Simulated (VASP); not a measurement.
GaP: relaxation of cell and atoms with PBE

GaP:

```
Ga P
1.0
     0.00000    2.72581    2.72581
     2.72581    0.00000    2.72581
     2.72581    2.72581    0.00000
Ga P
1 1
Direct
  0.00000 0.00000 0.00000
  0.75000 0.75000 0.75000
```

```json
{
  "Program": "VASP 6.6.1",
  "Task": "relaxation of cell and atoms",
  "Functional": "PBE",
  "Potentials or basis": "VASP PAW PBE potentials, release 64 (Ga_d, P)",
  "Cutoff": "600 eV",
  "k mesh": "8 × 8 × 8",
  "Occupations": "gaussian, width 0.02 eV",
  "Spin": "no spin polarisation",
  "Dipole correction": "no",
  "Further INCAR settings": "ALGO = Normal; EDIFF = 1e-07; IBRION = 2; EDIFFG = -0.005; NSW = 100; ISIF = 3"
}
```

```
Relaxed volume                         : 20.86 Å³/atom
Relaxed cell                           : a = 3.893 Å, b = 3.893 Å, c = 3.893 Å, α = 60.00°, β = 60.00°, γ = 60.00°
Space group after relaxing (to 0.05 Å) : F-43m (No. 216)
Energy gained by relaxing              : 4.4 meV/atom
Ionic steps                            : 3
Pressure after relaxing                : 0.0 GPa
Band gap on the k mesh                 : 1.58 eV, direct
```

Step by step:
```
step  energy change (eV)  largest force (eV/Å)  pressure (GPa)  volume (Å³)
   1              0.0000                0.0000            2.41        40.51
   2             -0.0068                0.0000           -1.04        42.32
   3             -0.0088                0.0000            0.00        41.71
```

Final structure:
```yaml
crystal:
  lattice:
    - [0.00000, 2.75266, 2.75266]
    - [2.75266, 0.00000, 2.75266]
    - [2.75266, 2.75266, 0.00000]
  atoms:
    - { symbol: Ga, position: [0.00000, 0.00000, 0.00000] }
    - { symbol: P, position: [0.75000, 0.75000, 0.75000] }
```

Levels at points of the mesh, in eV from the valence-band top:
```csv
k point,band 5,band 6,band 7,band 8,band 9,band 10,band 11,band 12,band 13
"(0.00, 0.00, 0.00)",-14.41,-12.27,0.00,0.00,0.00,1.58,3.90,3.90,3.90
"(0.50, 0.00, 0.00)",-14.41,-10.30,-6.46,-1.07,-1.07,1.58,4.73,4.73,8.23
"(0.50, 0.50, 0.00)",-14.39,-9.44,-6.61,-2.58,-2.58,1.72,1.85,10.37,10.37
```

Run time: 49 s on 1 thread of Intel(R) Xeon(R) Platinum 8375C CPU @ 2.90GHz (Ice Lake) (shared host), peak memory 0.19 GiB.

A k mesh can miss the band edges.
